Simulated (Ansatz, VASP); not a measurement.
CdTe: VASP beside Ansatz

File POSCAR:

```
CdTe
1.0
    6.6711266548      0.0000000000      0.0000000000
   -3.3355633274      5.7773651550      0.0000000000
    0.0000000000      0.0000000000      5.3823862783
Cd Te
3 3
Direct
    0.5000000000      0.0000000000      0.0000000000
    0.5000000000      0.5000000000      0.0000000000
    0.0000000000      0.5000000000      0.0000000000
    0.0000000000      0.0000000000      0.0000000000
    0.3333333333      0.6666666667      0.5000000000
    0.6666666667      0.3333333333      0.5000000000
```

The input INCAR.step1:

```
SYSTEM = CdTe
ALGO = Normal ; EDIFF = 1E-4
ENCUT = 520 ; GGA = PE
ISMEAR = 0 ; LASPH = .TRUE.
LCHARG = .FALSE. ; LREAL = .FALSE.
LWAVE = .TRUE. ; NBANDS = 36
NELM = 60 ; PREC = Accurate
SIGMA = 0.1
```

The input INCAR.step2:

```
SYSTEM = CdTe
ALGO = Normal ; EDIFF = 1E-6
ENCUT = 520 ; ISIF = 2
ISMEAR = 0 ; ISTART = 1
LASPH = .TRUE. ; LCHARG = .TRUE.
LELF = .TRUE. ; LMIXTAU = .TRUE.
LREAL = .FALSE. ; LVHAR = .TRUE.
LWAVE = .FALSE. ; METAGGA = R2SCAN
NBANDS = 36 ; NELM = 60
PREC = Accurate ; SIGMA = 0.1
```

Contents of KPOINTS:

```
k-points
0
G
  3 3 4
  0 0 0
```

Input for Ansatz:

```yaml
crystal:
  lattice:
    - [6.6711266548, 0.0, 0.0]
    - [-3.3355633274, 5.777365155, 0.0]
    - [0.0, 0.0, 5.3823862783]
  atoms:
    - { symbol: Cd, position: [0.5, 0.0, 0.0] }
    - { symbol: Cd, position: [0.5, 0.5, 0.0] }
    - { symbol: Cd, position: [0.0, 0.5, 0.0] }
    - { symbol: Te, position: [0.0, 0.0, 0.0] }
    - { symbol: Te, position: [0.3333333333, 0.6666666667, 0.5] }
    - { symbol: Te, position: [0.6666666667, 0.3333333333, 0.5] }
basis:
  ecutwfc: 500
kpoints:
  mp_grid: { grid: [3, 3, 4] }
hamiltonian:
  xc: r2scan
scf:
  occupations: { method: gaussian, width: 0.1 }
  lower_state_search: "off"
output:
  forces: true
  stress: true
  eigenvalues: true
```

Alike in both runs: task single point; functional r2SCAN; k mesh 3 × 3 × 4; occupations gaussian, width 0.1 eV; no spin polarisation.

|  | VASP | Ansatz |
| --- | --- | --- |
| version | VASP 6.6.1 | Ansatz 0.2.0 |
| potentials or method | VASP PAW PBE potentials, release 64 (Cd, Te), cutoff 520 eV | scalar-relativistic, plane waves, PAW |
| valence electrons in the cell | 54 | 108 |

Ansatz gave:

```
gap on the k mesh at the Fermi level (eV)                     : none
pressure (GPa)                                                : -4.9
traceless stress, the component that is largest in VASP (GPa) : -3.39
```

Task: Which values does VASP return?

Result: gap on the k mesh at the Fermi level (eV): none; pressure (GPa): -4.9; traceless stress, the component that is largest in VASP (GPa): -3.36.

VASP's potentials were made for PBE, not for r2SCAN. A gap of «none» marks a metal or a gap that the smearing closes. VASP's potentials hold 54 valence electrons a cell and Ansatz's 108, so a difference there can come from the potentials and not from the codes.

The k mesh is coarse, so the values compare programs but aren't converged. Spin-orbit coupling is off throughout.
